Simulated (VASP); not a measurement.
Ta, 1 atom in the cell. The structure is cubic, space group Im-3m (No. 229). The conventional cell has a = 3.325 Å, b = 3.325 Å, c = 3.325 Å, α = 90.00°, β = 90.00°, γ = 90.00°. Within 3.8 Å of Ta (site symmetry m-3m) lie 14 Ta at 2.88 to 3.33 Å. 

| Quantity | Value |
| --- | --- |
| Program | VASP 6.6.1 |
| Task | single point |
| Functional | PBE0 |
| Potentials or basis | VASP PAW PBE potentials, release 64 (Ta_sv_GW) |
| Cutoff | 400 eV |
| k mesh | 6 × 6 × 6 |
| Occupations | fermi-dirac, width 0.05 eV |
| Spin | no spin polarisation |
| Dipole correction | no |
| Grid for exact exchange (PRECFOCK) | Normal |
| Further INCAR settings | ALGO = Normal; EDIFF = 1e-06; NBANDS = 12 |
| Share of exact exchange | 0.25 |

Potentials or basis: VASP PAW PBE potentials, release 64 (Ta_sv_GW).

The run is started by

```sh
$ cat potpaw_PBE.64/Ta_sv_GW/POTCAR > POTCAR
$ cp INCAR.step1 INCAR
$ mpirun -np 1 vasp_std > vasp.out
$ cp INCAR.step2 INCAR
$ mpirun -np 1 vasp_std > vasp.out
```

Hardware: 1 thread of AMD EPYC 7R43 64-Core Processor (Zen 3), on a shared host.

Question: Estimate the wall time of this run.

Answer: Wall time 11 min on 1 thread of AMD EPYC 7R43 64-Core Processor (Zen 3), with other jobs on the host, peak memory 0.1 GiB. Counts: k points 16.
